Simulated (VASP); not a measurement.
# Lu3F2 (P-4m2) in VASP: further runs

Lu3F2 is run at these levels: PBE; tasks: single point, relaxation of cell and atoms.

All numbers are computed with VASP 6.6.1; they aren't measurements. Logs are shortened: lines on timing, memory, paths and dates and some standing lists are left out, and cuts for length are marked.

### Step 1. The cell of the first run

The structure is tetragonal, space group P-4m2 (No. 115). Conventional cell: a = 3.483 Å, b = 3.483 Å, c = 7.119 Å, α = 90.00°, β = 90.00°, γ = 90.00°. Within 3.5 Å of Lu (site symmetry 2mm) lie 5 F at 2.57 to 2.65 Å and 10 Lu at 3.12 to 3.48 Å. Lu (site symmetry -4m2) has 4 F at 2.55 Å and 8 Lu at 3.13 to 3.48 Å within 3.5 Å. Within 3.5 Å of F (site symmetry 2mm) lie 7 Lu at 2.55 to 2.65 Å and 4 F at 3.48 Å.

The cell was generated, and may not be a known phase.

### Step 2. Single point, PBE

Contents of INCAR:

```
PREC     = Accurate       # precision mode
ENCUT    = 520            # plane-wave cutoff, eV
EDIFF    = 1E-7           # SCF threshold, eV
ISMEAR   = 0              # smearing method
SIGMA    = 0.1            # smearing width, eV
LREAL    = False          # projectors in reciprocal space
LASPH    = True           # aspherical terms in the spheres
NELM     = 80             # most SCF steps
ALGO     = Normal         # electronic algorithm
ISIF     = 2              # what is computed and relaxed
LWAVE    = False          # write WAVECAR
LCHARG   = False          # write CHGCAR
GGA      = PE             # functional
NBANDS   = 52             # bands
```

Contents of KPOINTS:

```
regular mesh
0
Gamma
  6 6 4
```

Contents of POSCAR:

```
Lu3F2
1.0
    3.4827449700      0.0000000000      0.0000000000
    0.0000000000      3.4827449700      0.0000000000
    0.0000000000      0.0000000000      7.1189375800
Lu F
3 2
Direct
    0.0000000000      0.5000000000      0.3652538100
    0.5000000000      0.0000000000      0.6347461900
    0.5000000000      0.5000000000      0.0000000000
    0.5000000000      0.0000000000      0.2621575700
    0.0000000000      0.5000000000      0.7378424300
```

Potentials or basis: VASP PAW PBE potentials, release 64 (Lu, F).

The run is started by

```sh
$ cat potpaw_PBE.64/Lu/POTCAR potpaw_PBE.64/F/POTCAR > POTCAR
$ mpirun -np 1 vasp_std > vasp.out
```

OUTCAR:

```text
PREC = Accurate
   ENCUT = 520
   EDIFF = 1E-7
   ISMEAR = 0
   LREAL = False
   LASPH = True
   NELM = 80
   ISIF = 2
   GGA = PE

 ion  position               nearest neighbor table
   1  0.000  0.500  0.365-   4 2.57   4 2.57   4 2.57   4 2.57   5 2.65   2 3.12   2 3.12   2 3.12
                             2 3.12   3 3.13   3 3.13
   2  0.500  0.000  0.635-   5 2.57   5 2.57   5 2.57   5 2.57   4 2.65   1 3.12   1 3.12   1 3.12
                             1 3.12   3 3.13   3 3.13
   3  0.500  0.500  0.000-   4 2.55   5 2.55   4 2.55   5 2.55   2 3.13   1 3.13   1 3.13   2 3.13

   4  0.500  0.000  0.262-   3 2.55   3 2.55   1 2.57   1 2.57   1 2.57   1 2.57   2 2.65
   5  0.000  0.500  0.738-   3 2.55   3 2.55   2 2.57   2 2.57   2 2.57   2 2.57   1 2.65

  LATTYP: Found a simple tetragonal cell.
 ALAT       =     3.4827449700
 C/A-ratio  =     2.0440593961

  Lattice vectors:

 A1 = (   3.4827449700,   0.0000000000,   0.0000000000)
 A2 = (   0.0000000000,   3.4827449700,   0.0000000000)
 A3 = (   0.0000000000,   0.0000000000,   7.1189375800)

Analysis of symmetry for initial positions (statically):
=====================================================================
 Subroutine PRICEL returns:
 Original cell was already a primitive cell.

 Routine SETGRP: Setting up the symmetry group for a
 simple tetragonal supercell.

 Subroutine GETGRP returns: Found  8 space group operations
 (whereof  8 operations were pure point group operations)
 out of a pool of 16 trial point group operations.

The static configuration has the point symmetry D_2d.

Analysis of symmetry for dynamics (positions and initial velocities):
=====================================================================
 Subroutine PRICEL returns:
 Original cell was already a primitive cell.

 Routine SETGRP: Setting up the symmetry group for a
 simple tetragonal supercell.

 Subroutine GETGRP returns: Found  8 space group operations
 (whereof  8 operations were pure point group operations)
 out of a pool of 16 trial point group operations.

The dynamic configuration has the point symmetry D_2d.

 Subroutine INISYM returns: Found  8 space group operations
 (whereof  8 operations are pure point group operations),
 and found     1 'primitive' translations

----------------------------------------------------------------------------------------

                                     Primitive cell

  volume of cell :      86.3492

  direct lattice vectors                    reciprocal lattice vectors
     3.482744970  0.000000000  0.000000000     0.287129838  0.000000000  0.000000000
     0.000000000  3.482744970  0.000000000     0.000000000  0.287129838  0.000000000
     0.000000000  0.000000000  7.118937580     0.000000000  0.000000000  0.140470399

  length of vectors
     3.482744970  3.482744970  7.118937580     0.287129838  0.287129838  0.140470399

  position of ions in fractional coordinates (direct lattice)
     0.000000000  0.500000000  0.365253810
     0.500000000  0.000000000  0.634746190
     0.500000000  0.500000000  0.000000000
     0.500000000  0.000000000  0.262157570
     0.000000000  0.500000000  0.737842430

  ion indices of the primitive-cell ions
   primitive index   ion index
                 1           1
                 2           2
                 3           3
                 4           4
                 5           5

----------------------------------------------------------------------------------------

 KPOINTS: regular mesh

Automatic generation of k-mesh.
 Grid dimensions read from file:
 generate k-points for:    6    6    4

 Generating k-lattice:

  Cartesian coordinates                     Fractional coordinates (reciprocal lattice)
     0.047854973  0.000000000  0.000000000     0.166666667  0.000000000  0.000000000
     0.000000000  0.047854973  0.000000000     0.000000000  0.166666667  0.000000000
     0.000000000  0.000000000  0.035117600     0.000000000  0.000000000  0.250000000

  Length of vectors
     0.047854973  0.047854973  0.035117600

  Shift w.r.t. Gamma in fractional coordinates (k-lattice)
     0.000000000  0.000000000  0.000000000

 Subroutine IBZKPT returns following result:
 ===========================================

 Found     30 irreducible k-points:

 Following reciprocal coordinates:
            Coordinates               Weight
  0.000000  0.000000  0.000000      1.000000
  0.166667  0.000000  0.000000      4.000000
  0.333333  0.000000  0.000000      4.000000
  0.500000  0.000000  0.000000      2.000000
  0.166667  0.166667  0.000000      4.000000
  0.333333  0.166667  0.000000      8.000000
[... 16 lines left out ...]
  0.333333  0.000000  0.500000      4.000000
  0.500000  0.000000  0.500000      2.000000
 [... further k-points ...]
   k-points           NKPTS =     30   k-points in BZ     NKDIM =     30   number of bands    NBANDS=     52
   number of dos      NEDOS =    301   number of ions     NIONS =      5
   total plane-waves  NPLWV =  42336
   dimension x,y,z NGX =    28 NGY =   28 NGZ =   54
   dimension x,y,z NGXF=    56 NGYF=   56 NGZF=  108
   ions per type =               3   2
   NGX,Y,Z   is equivalent  to a cutoff of  13.37, 13.37, 12.61 a.u.
   NGXF,Y,Z  is equivalent  to a cutoff of  26.73, 26.73, 25.22 a.u.
 SYSTEM =  unknown system
   PREC   = accura    normal or accurate (medium, high low for compatibility)
   ISTART =      0    job   : 0-new  1-cont  2-samecut
   ICHARG =      2    charge: 1-file 2-atom 10-const
   ISPIN  =      1    spin polarized calculation?
   LNONCOLLINEAR =      F non collinear calculations
   LSORBIT =      F    spin-orbit coupling
   LASPH  =      T    aspherical Exc in radial PAW
   ENCUT  =  520.0 eV  38.22 Ry    6.18 a.u.   6.48  6.48 13.24*2*pi/ulx,y,z
   NELM   =     80;   NELMIN=  2; NELMDL= -5     # of ELM steps
   EDIFF  = 0.1E-06   stopping-criterion for ELM
   LREAL  =      F    real-space projection
   EDIFFG = 0.1E-05   stopping-criterion for IOM
   NSW    =      0    number of steps for IOM
   IBRION =     -1    ionic relax: 0-MD 1-quasi-New 2-CG
   NFREE  =      0    steps in history (QN), initial steepest desc. (CG)
   ISIF   =      2    stress and relaxation
   ISYM   =      2    0-nonsym 1-usesym 2-fastsym
   POTIM  = 0.5000    time-step for ionic-motion
   TEBEG  =    0.0;   TEEND  =   0.0 temperature during run
   PSTRESS=    0.0 pullay stress
   NELECT =      89.0000    total number of electrons
   NUPDOWN=      -1.0000    fix difference up-down
   EMIN   =  10.00;   EMAX   =-10.00  energy-range for DOS
   EFERMI =   0.00;   METHOD = LEGACY
   ISMEAR =     0;   SIGMA  =   0.10  broadening in eV -4-tet -1-fermi 0-gaus
   EFERMI_NEDOS =   21; number of points for ismear=-14 and -15
   IALGO  =     38    algorithm
   IMIX   =      4    mixing-type and parameters
     AMIX     =   0.40;   BMIX     =  1.00
     AMIX_MAG =   1.60;   BMIX_MAG =  1.00
  volume/ion in A,a.u.               =      17.27       116.54
  Fermi-wavevector in a.u.,A,eV,Ry     =   1.653682  3.125006 37.207363  2.734664
  Thomas-Fermi vector in A             =   2.742079
   LORBIT       =      0    0 simple, 1 ext, 2 COOP (PROOUT), +10 PAW based schemes
   GGA     = PE    functional components
   LHFCALC =     F    Hartree Fock is set to
   AEXX    =    0.0000 exact exchange contribution
   IVDW    =     0    specifies the selected vdW correction
   LEPSILON=     F    determine dielectric tensor
   LRPA    =     F    only Hartree local field effects (RPA)
 non-spin polarized calculation
 Gauss-broadening in eV      SIGMA  =   0.10
  energy-cutoff  :      520.00
  volume of cell :       86.35
 maximum number of plane-waves:      2350
 NGX is ok and might be reduce to    28
   NGX = 13   NGY = 13   NGZ = 27

 number of electron      88.9999991 magnetization

 Free energy of the ion-electron system (eV)
  ---------------------------------------------------
  ext. energy  EPLUGINS =         0.00000000
  ---------------------------------------------------
  free energy    TOTEN  =       -22.90612404 eV

  energy without entropy =      -22.88325594  energy(sigma->0) =      -22.89468999

 E-fermi :   3.8446     XC(G=0): -11.5712

 val. band max:        3.7883154441   @ k =   0.5000   0.5000   0.2500
 cond. band min:       3.8470972919   @ k =   0.5000   0.3333   0.2500
 fundamental gap:      0.0587818477
 Fermi energy:         3.8446189763

 k-point     1 :       0.0000    0.0000    0.0000
  band No.  band energies     occupation
      1     -52.8946      2.00000
      2     -52.3166      2.00000
      3     -52.2432      2.00000
      4     -24.1706      2.00000
      5     -23.3899      2.00000
      6     -23.3899      2.00000
[... 44 lines left out ...]
     51       7.2243      0.00000
     52       7.2244      0.00000

 k-point     2 :       0.1667    0.0000    0.0000
  band No.  band energies     occupation
      1     -52.8922      2.00000
      2     -52.3094      2.00000
      3     -52.2458      2.00000
      4     -24.1724      2.00000
      5     -23.4914      2.00000
      6     -23.3820      2.00000
[... 44 lines left out ...]
     51       6.9919      0.00000
     52       7.1079      0.00000

 k-point     3 :       0.3333    0.0000    0.0000
  band No.  band energies     occupation
      1     -52.8875      2.00000
      2     -52.2913      2.00000
      3     -52.2546      2.00000
      4     -24.1800      2.00000
      5     -23.6848      2.00000
      6     -23.4743      2.00000
[... 44 lines left out ...]
     51       7.3730      0.00000
     52       7.4429      0.00000
[... 1046 lines left out ...]
 k-point    23 :       0.3333    0.0000    0.5000
  band No.  band energies     occupation
      1     -52.8875      2.00000
      2     -52.2920      2.00000
      3     -52.2540      2.00000
      4     -24.0712      2.00000
      5     -23.8086      2.00000
      6     -23.5712      2.00000
[... 44 lines left out ...]
     51       7.2458      0.00000
     52       7.4735      0.00000

 k-point    24 :       0.5000    0.0000    0.5000
  band No.  band energies     occupation
      1     -52.8852      2.00000
      2     -52.2707      2.00000
      3     -52.2706      2.00000
      4     -24.0822      2.00000
      5     -23.9184      2.00000
      6     -23.6090      2.00000
[... 44 lines left out ...]
     51       7.2273      0.00000
     52       7.4545      0.00000

 [... further k-points ...]

------------------------ aborting loop because EDIFF is reached ----------------------------------------

  FORCE on cell =-STRESS in cart. coord.  units (eV):
  Direction    XX          YY          ZZ          XY          YZ          ZX
  --------------------------------------------------------------------------------------
  -------------------------------------------------------------------------------------
  Total        3.5178390      3.5178390     14.0800779      0.0000000      0.0000000      0.0000000
  in kB       65.2721644     65.2721644    261.2504872      0.0000000      0.0000000      0.0000000
  external PRESSURE =     130.5982720 kB  Pullay stress =       0.0000000 kB

 VOLUME and BASIS-vectors are now :
 -----------------------------------------------------------------------------
  energy-cutoff  :      520.00
  volume of cell :       86.35
      direct lattice vectors                 reciprocal lattice vectors
     3.482744970  0.000000000  0.000000000     0.287129838  0.000000000  0.000000000
     0.000000000  3.482744970  0.000000000     0.000000000  0.287129838  0.000000000
     0.000000000  0.000000000  7.118937580     0.000000000  0.000000000  0.140470399

 POSITION                                       TOTAL-FORCE (eV/Angst)
 -----------------------------------------------------------------------------------
      0.00000      1.74137      2.60022         0.000000      0.000000     -0.410430
      1.74137      0.00000      4.51872        -0.000000      0.000000      0.410430
      1.74137      1.74137      0.00000         0.000000     -0.000000      0.000000
      1.74137      0.00000      1.86628         0.000000      0.000000     -0.391073
      0.00000      1.74137      5.25265         0.000000      0.000000      0.391073
 -----------------------------------------------------------------------------------
    total drift:                                0.000000      0.000000      0.000000

  FREE ENERGIE OF THE ION-ELECTRON SYSTEM (eV)
  ---------------------------------------------------
  free  energy   TOTEN  =       -22.9061240422 eV

  energy  without entropy=      -22.8832559424  energy(sigma->0) =      -22.89468999
```

It took 3.7 min on 1 thread of AMD EPYC 7R43 (Zen 3), shared host; peak memory 0.22 GiB.

What came out:

| Property | Result |
| --- | --- |
| Free energy | -22.9061 eV |
| Pressure | 13.1 GPa |
| Largest force | 0.410 eV/Å |
| Band gap on the k mesh | zero (an odd number of electrons rules out a gap without spin polarisation) |

Forces in eV/Å, atoms in the order of the input:
```
Lu   0.000  0.000 -0.410
Lu   0.000  0.000  0.410
Lu   0.000  0.000  0.000
F    0.000  0.000 -0.391
F    0.000  0.000  0.391
```

Caveat: the stress differs along the axes, from 7 to 26 GPa; spin-orbit coupling is left out, which moves the levels of the heavy elements; an odd number of electrons without spin polarisation forces a metal; a magnetic or distorted state may lie lower.

### Step 3. Single point, PBE

This run uses another cell than the first one, of 20.19 Å³/atom.

Contents of INCAR:

```
ALGO = Normal ; EDIFF = 1E-6
ENCUT = 520 ; GGA = PE
ISIF = 2 ; ISMEAR = 0
LASPH = True ; LCHARG = False
LREAL = False ; LWAVE = False
NBANDS = 52 ; NELM = 80
PREC = Accurate ; SIGMA = 0.1
```

Contents of KPOINTS:

```
k-points
0
Gamma
  6 6 4
```

Contents of POSCAR:

```
Lu3F2
1.0
    3.3506347486      0.0000000000      0.0000000000
    0.0000000000      3.3506347486      0.0000000000
    0.0000000000      0.0000000000      8.9905611000
Lu F
3 2
Direct
    0.0000000000      0.5000000000      0.3600349275
    0.5000000000      0.0000000000      0.6399650725
    0.5000000000      0.5000000000      0.0000000000
    0.5000000000      0.0000000000      0.2590624388
    0.0000000000      0.5000000000      0.7409375612
```

Potentials or basis: VASP PAW PBE potentials, release 64 (Lu, F).

The run is started by

```sh
$ cat potpaw_PBE.64/Lu/POTCAR potpaw_PBE.64/F/POTCAR > POTCAR
$ mpirun -np 1 vasp_std > vasp.out
```

OUTCAR:

```text
EDIFF = 1E-6
   ENCUT = 520
   GGA = PE
   ISIF = 2
   ISMEAR = 0
   LASPH = True
   LREAL = False
   NELM = 80
   PREC = Accurate

 ion  position               nearest neighbor table
   1  0.000  0.500  0.360-   4 2.54   4 2.54   4 2.54   4 2.54   2 3.46   2 3.46   2 3.46   2 3.46
                             3 3.64   3 3.64
   2  0.500  0.000  0.640-   5 2.54   5 2.54   5 2.54   5 2.54   1 3.46   1 3.46   1 3.46   1 3.46
                             3 3.64   3 3.64
   3  0.500  0.500  0.000-   1 3.64   2 3.64   2 3.64   1 3.64
[... 1528 lines left out ...]
  -------------------------------------------------------------------------------------
  Total        0.0468751      0.0468751      0.0451802      0.0000000      0.0000000      0.0000000
  in kB        0.7440666      0.7440666      0.7171630      0.0000000      0.0000000      0.0000000
  external PRESSURE =       0.7350987 kB  Pullay stress =       0.0000000 kB

 VOLUME and BASIS-vectors are now :
 -----------------------------------------------------------------------------
  energy-cutoff  :      520.00
  volume of cell :      100.93
      direct lattice vectors                 reciprocal lattice vectors
     3.350634749  0.000000000  0.000000000     0.298450913  0.000000000  0.000000000
     0.000000000  3.350634749  0.000000000     0.000000000  0.298450913  0.000000000
     0.000000000  0.000000000  8.990561100     0.000000000  0.000000000  0.111227763

 POSITION                                       TOTAL-FORCE (eV/Angst)
 -----------------------------------------------------------------------------------
      0.00000      1.67532      3.23692         0.000000      0.000000     -0.002243
      1.67532      0.00000      5.75365         0.000000      0.000000      0.002243
      1.67532      1.67532      0.00000         0.000000      0.000000      0.000000
      1.67532      0.00000      2.32912        -0.000000     -0.000000     -0.003245
      0.00000      1.67532      6.66144         0.000000      0.000000      0.003245
 -----------------------------------------------------------------------------------
    total drift:                                0.000000      0.000000     -0.000000

  FREE ENERGIE OF THE ION-ELECTRON SYSTEM (eV)
  ---------------------------------------------------
  free  energy   TOTEN  =       -24.4226789369 eV

  energy  without entropy=      -24.4028678389  energy(sigma->0) =      -24.41277339
```

OSZICAR:

```text
N       E                     dE             d eps       ncg     rms          rms(c)
DAV:   1     0.988180825189E+03    0.98818E+03   -0.31398E+04  4564   0.566E+03
DAV:   2     0.166107964478E+03   -0.82207E+03   -0.78863E+03  4088   0.101E+03
DAV:   3    -0.120896283153E+01   -0.16732E+03   -0.16326E+03  3456   0.254E+02
DAV:   4    -0.244121595835E+02   -0.23203E+02   -0.22820E+02  4280   0.802E+01
DAV:   5    -0.258698127674E+02   -0.14577E+01   -0.14498E+01  4864   0.178E+01    0.933E+00
DAV:   6    -0.245669038445E+02    0.13029E+01   -0.10138E+01  5316   0.221E+01    0.431E+00
DAV:   7    -0.245252213135E+02    0.41683E-01   -0.39786E+00  4768   0.956E+00    0.277E+00
DAV:   8    -0.244275236670E+02    0.97698E-01   -0.67387E-01  5228   0.910E+00    0.123E+00
DAV:   9    -0.244212260202E+02    0.62976E-02   -0.81409E-02  3904   0.221E+00    0.348E-01
DAV:  10    -0.244220578816E+02   -0.83186E-03   -0.20233E-02  4868   0.104E+00    0.190E-01
DAV:  11    -0.244224977792E+02   -0.43990E-03   -0.37784E-03  4360   0.484E-01    0.108E-01
DAV:  12    -0.244226915736E+02   -0.19379E-03   -0.78813E-04  4396   0.169E-01    0.293E-02
DAV:  13    -0.244226781883E+02    0.13385E-04   -0.12758E-04  4808   0.973E-02    0.959E-03
DAV:  14    -0.244226790048E+02   -0.81649E-06   -0.15673E-05  3816   0.286E-02    0.348E-03
DAV:  15    -0.244226789369E+02    0.67866E-07   -0.25211E-06  2456   0.116E-02
   1 F= -.24422679E+02 E0= -.24412773E+02  d E =-.198111E-01
```

Wall time 3.8 min (1 thread of AMD EPYC 7R43 (Zen 3), shared host); peak memory 0.26 GiB.

What came out:

```yaml
Free_energy: -24.4227 eV
Pressure: 0.1 GPa
Largest_force: 0.003 eV/Å
Band_gap_on_the_k_mesh: zero (an odd number of electrons rules out a gap without spin polarisation)
```

Forces in eV/Å, atoms in the order of the input:
```
Lu   0.000  0.000 -0.002
Lu   0.000  0.000  0.002
Lu   0.000  0.000  0.000
F    0.000  0.000 -0.003
F    0.000  0.000  0.003
```

Levels at points of the mesh, in eV from the Fermi level:
```
           k point  band 43  band 44  band 45  band 46  band 47  band 48
(0.00, 0.00, 0.00)    -2.40    -0.89    -0.83    -0.15     0.35     1.11
(0.50, 0.00, 0.00)    -1.10    -1.00    -0.43     1.02     1.06     1.48
(0.50, 0.50, 0.00)    -0.25     0.03     0.18     0.18     1.02     1.02
(0.00, 0.00, 0.50)    -3.56    -0.83    -0.47    -0.25     0.40     1.08
(0.50, 0.00, 0.50)    -1.13    -1.08    -0.45     1.03     1.04     1.77
(0.50, 0.50, 0.50)    -0.18    -0.18    -0.15    -0.08     1.75     1.75
```

Caveat: spin-orbit coupling is left out, which moves the levels of the heavy elements; an odd number of electrons without spin polarisation forces a metal; a magnetic or distorted state may lie lower.

(Part 1 of 2 ends here.)

The gap in the log of VASP goes by the Fermi energy; the results here count the filled bands.